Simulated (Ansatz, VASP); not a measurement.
## Two plane-wave programs on Li

```
Li
1.0
     0.00000    3.07838    3.07838
     3.07838    0.00000    3.07838
     3.07838    3.07838    0.00000
Li
2
Direct
  0.12500 0.12500 0.12500
  0.87500 0.87500 0.87500
```

Alike in both runs: task relaxation of cell and atoms; functional r2SCAN; k mesh 9 × 9 × 9; occupations fermi-dirac, width 0.1 eV; no spin polarisation.

|  | VASP | Ansatz |
| --- | --- | --- |
| version | VASP 6.6.1 | Ansatz 0.2.0 |
| potentials or method | VASP PAW PBE potentials, release 64 (Li_sv), cutoff 600 eV | plane waves (500 eV) with PAW, scalar-relativistic |
| valence electrons in the cell | 6 | 6 |

Ansatz gave:

| Quantity | Value |
| --- | --- |
| relaxed volume (Å³/atom) | 26.17 |
| relaxed cell length with the largest relative difference (Å) | 4.199 |

Q: What did VASP give for the same quantities?

A: Relaxed volume (Å³/atom): 24.07; relaxed cell length with the largest relative difference (Å): 4.083.

VASP's potentials were made for PBE, not for r2SCAN. One of these differences is far larger than is usual between the two programs; its cause wasn't traced.

Noted on VASP's run: the cutoff is short for stress, so the pressure is rough; the volume moved by over 15 % at a fixed basis, so the end points are rough.
